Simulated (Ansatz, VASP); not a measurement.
W in VASP and in Ansatz

The input POSCAR:

```
W
1.0
   -1.5772668767      1.5772668767      1.5772668767
    1.5772668767     -1.5772668767      1.5772668767
    1.5772668767      1.5772668767     -1.5772668767
W
1
Direct
    0.0000000000      0.0000000000      0.0000000000
```

INCAR.step1

```
SYSTEM = W
PREC     = Accurate       ! precision mode
ENCUT    = 520            ! plane-wave cutoff, eV
EDIFF    = 1E-5           ! SCF threshold, eV
ISMEAR   = 0              ! smearing method
SIGMA    = 0.1            ! smearing width, eV
LREAL    = .False.        ! projectors in reciprocal space
LASPH    = .True.         ! aspherical terms in the spheres
NELM     = 80             ! most SCF steps
ALGO     = Normal         ! electronic algorithm
ISIF     = 2              ! what is computed and relaxed
LWAVE    = .True.         ! write WAVECAR
LCHARG   = .False.        ! write CHGCAR
GGA      = PE             ! functional
NBANDS   = 13             ! bands
```

File INCAR.step2:

```
SYSTEM = W
PREC     = Accurate       ! precision mode
ENCUT    = 520            ! plane-wave cutoff, eV
EDIFF    = 1E-6           ! SCF threshold, eV
ISMEAR   = 0              ! smearing method
SIGMA    = 0.1            ! smearing width, eV
LREAL    = .False.        ! projectors in reciprocal space
LASPH    = .True.         ! aspherical terms in the spheres
NELM     = 80             ! most SCF steps
ALGO     = Normal         ! electronic algorithm
ISIF     = 2              ! what is computed and relaxed
LWAVE    = .False.        ! write WAVECAR
LCHARG   = .False.        ! write CHGCAR
GGA      = PE             ! functional
LHFCALC  = .True.         ! exact exchange
HFSCREEN = 0.2079         ! screening, 1/A
PRECFOCK = Normal       
ISTART   = 1            
NBANDS   = 13             ! bands
```

Contents of KPOINTS:

```
regular mesh
0
Gamma
  8 8 8
  0 0 0
```

Input for Ansatz:

```yaml
crystal:
  lattice:
    - [-1.5772668767, 1.5772668767, 1.5772668767]
    - [1.5772668767, -1.5772668767, 1.5772668767]
    - [1.5772668767, 1.5772668767, -1.5772668767]
  atoms:
    - { symbol: W, position: [0.0, 0.0, 0.0] }
basis:
  ecutwfc: 420
kpoints:
  mp_grid: { grid: [8, 8, 8] }
hamiltonian:
  xc: hse06
  pseudopotentials: { kind: paw, azcp: { folder: soft_1 } }
scf:
  occupations: { method: gaussian, width: 0.1 }
output:
  forces: true
  stress: true
  eigenvalues: true
```

Alike in both runs: task single point; functional HSE06; k mesh 8 × 8 × 8; occupations gaussian, width 0.1 eV; no spin polarisation.

```csv
,VASP,Ansatz
version,VASP 6.6.1,Ansatz 0.2.0
potentials or method,"VASP PAW PBE potentials, release 64 (W_sv), cutoff 520 eV","scalar-relativistic, plane waves, PAW"
valence electrons in the cell,14,14
```

|  | VASP | Ansatz | Ansatz less VASP |
| --- | --- | --- | --- |
| pressure (GPa) | 2.2 | 2.8 | +0.68 |

Ansatz's warnings: filled band counts differ across k points, stress exchange threshold loose, stress scf threshold loose.

Neither program's run includes spin-orbit coupling.
